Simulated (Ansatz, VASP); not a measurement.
# Two plane-wave programs on WC

Contents of INCAR:

```
SYSTEM = WC
PREC     = Accurate       ! precision mode
ENCUT    = 520            ! plane-wave cutoff, eV
EDIFF    = 1E-7           ! SCF threshold, eV
ISMEAR   = 0              ! smearing method
SIGMA    = 0.15           ! smearing width, eV
LREAL    = .False.        ! projectors in reciprocal space
LASPH    = .True.         ! aspherical terms in the spheres
NELM     = 100            ! most SCF steps
ALGO     = Normal         ! electronic algorithm
ISIF     = 2              ! what is computed and relaxed
LWAVE    = .False.        ! write WAVECAR
LCHARG   = .False.        ! write CHGCAR
GGA      = PS             ! functional
NBANDS   = 36             ! bands
```

File KPOINTS:

```
regular mesh
0
Gamma
  23 23 7
  0 0 0
```

Contents of POSCAR:

```
WC
1.0
   -2.8984136670      0.0000000000      0.0000000000
   -1.4492068335     -2.5100998663      0.0000000000
    0.0000000000      0.0000000000      8.3328357108
W C
3 3
Direct
    0.0000000000      0.0000000000      0.9331506853
    0.0000000000      0.0000000000      0.2544833020
    0.0000000000      0.0000000000      0.5938169937
    0.6666666667      0.6666666667      0.0848164562
    0.6666666667      0.6666666667      0.4241501479
    0.6666666667      0.6666666667      0.7634838395
```

Input for Ansatz:

```yaml
crystal:
  lattice:
    - [-2.898413667, 0.0, 0.0]
    - [-1.4492068335, -2.5100998663, 0.0]
    - [0.0, 0.0, 8.3328357108]
  atoms:
    - { symbol: W, position: [0.0, 0.0, 0.9331506853] }
    - { symbol: W, position: [0.0, 0.0, 0.254483302] }
    - { symbol: W, position: [0.0, 0.0, 0.5938169937] }
    - { symbol: C, position: [0.6666666667, 0.6666666667, 0.0848164562] }
    - { symbol: C, position: [0.6666666667, 0.6666666667, 0.4241501479] }
    - { symbol: C, position: [0.6666666667, 0.6666666667, 0.7634838395] }
basis:
  ecutwfc: 420
kpoints:
  mp_grid: { grid: [23, 23, 7] }
hamiltonian:
  xc: pbesol
scf:
  occupations: { method: gaussian, width: 0.15 }
output:
  forces: true
  stress: true
  eigenvalues: true
  write_density: true
  write_potential: true
  elf: true
  volumetric_format: npy
```

Alike in both runs: task single point; functional PBEsol; k mesh 23 × 23 × 7; occupations gaussian, width 0.15 eV; no spin polarisation.

|  | VASP | Ansatz |
| --- | --- | --- |
| version | VASP 6.6.1 | Ansatz 0.2.0 |
| potentials or method | VASP PAW PBE potentials, release 64 (W_sv, C), cutoff 520 eV | scalar-relativistic, plane waves, PAW |
| valence electrons in the cell | 54 | 54 |

Ansatz gave:

```
gap on the k mesh at the Fermi level (eV)                     : none
pressure (GPa)                                                : 9.8
traceless stress, the component that is largest in VASP (GPa) : 10.47
rms of the force components (eV/Å)                            : 1.028
```

Task: Which values does VASP return?

Result: gap on the k mesh at the Fermi level (eV): none; pressure (GPa): 11.3; traceless stress, the component that is largest in VASP (GPa): 10.77; rms of the force components (eV/Å): 1.037.

VASP's potentials were made for PBE, not for PBEsol. Atom by atom the forces differ by 0.009 eV/Å (rms over components). A gap of «none» marks a metal or a gap that the smearing closes. With one functional, cell and mesh, what is left measures potentials, basis and numerics.

Spin-orbit coupling is off throughout.
